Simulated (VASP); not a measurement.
Set up this calculation in VASP 6.6.1, as the native input.

```yaml
Task: single point
Functional: PBE
Potentials_or_basis: VASP PAW PBE potentials, release 64 (Sn_d, O)
Cutoff: 520 eV
k_mesh: 6 × 6 × 8
Occupations: gaussian, width 0.02 eV
Spin: no spin polarisation
Dipole_correction: no
Further_INCAR_settings: ALGO = Normal; EDIFF = 1e-07; NBANDS = 35
```

The structure of SnO2 lies in POSCAR:

```
SnO2
1.0
    4.6823746372      0.0000000000      0.0000000000
    0.0000000000      4.6823746372      0.0000000000
    0.0000000000      0.0000000000      3.2964389881
Sn O
2 4
Direct
    0.5000000000      0.5000000000      0.5000000000
    0.0000000000      0.0000000000      0.0000000000
    0.1933941870      0.8066058130      0.5000000000
    0.8066058130      0.1933941870      0.5000000000
    0.3066058130      0.3066058130      0.0000000000
    0.6933941870      0.6933941870      0.0000000000
```

This cell differs from its parent crystal: biaxial strain in the a-b plane: -3.0 %.

The input as run:

INCAR

```
SYSTEM = SnO2
ALGO = Normal
EDIFF = 1E-7
ENCUT = 520
GGA = PE
ISIF = 2
ISMEAR = 0
LASPH = .True.
LCHARG = .True.
LELF = .True.
LREAL = .False.
LVHAR = .True.
LWAVE = .False.
NBANDS = 35
NELM = 100
PREC = Accurate
SIGMA = 0.02
```

KPOINTS

```
k-points
0
Gamma
  6 6 8
  0 0 0
```

Potentials or basis: VASP PAW PBE potentials, release 64 (Sn_d, O).

Launch:

```console
$ cat potpaw_PBE.64/Sn_d/POTCAR potpaw_PBE.64/O/POTCAR > POTCAR
$ mpirun -np 1 vasp_std > vasp.out
```

Results of the run:

```
Pressure               : 7.7 GPa
Largest force          : 0.032 eV/Å
Band gap on the k mesh : 1.00 eV, direct
```

Caveat: the cell differs from its parent crystal (biaxial strain in the a-b plane: -3.0 %); spin-orbit coupling is left out, which moves the levels of the heavy elements.

Wall time 50 s on 1 thread of Intel(R) Xeon(R) 6975P-C (Granite Rapids), with other jobs on the host, peak memory 0.24 GiB.
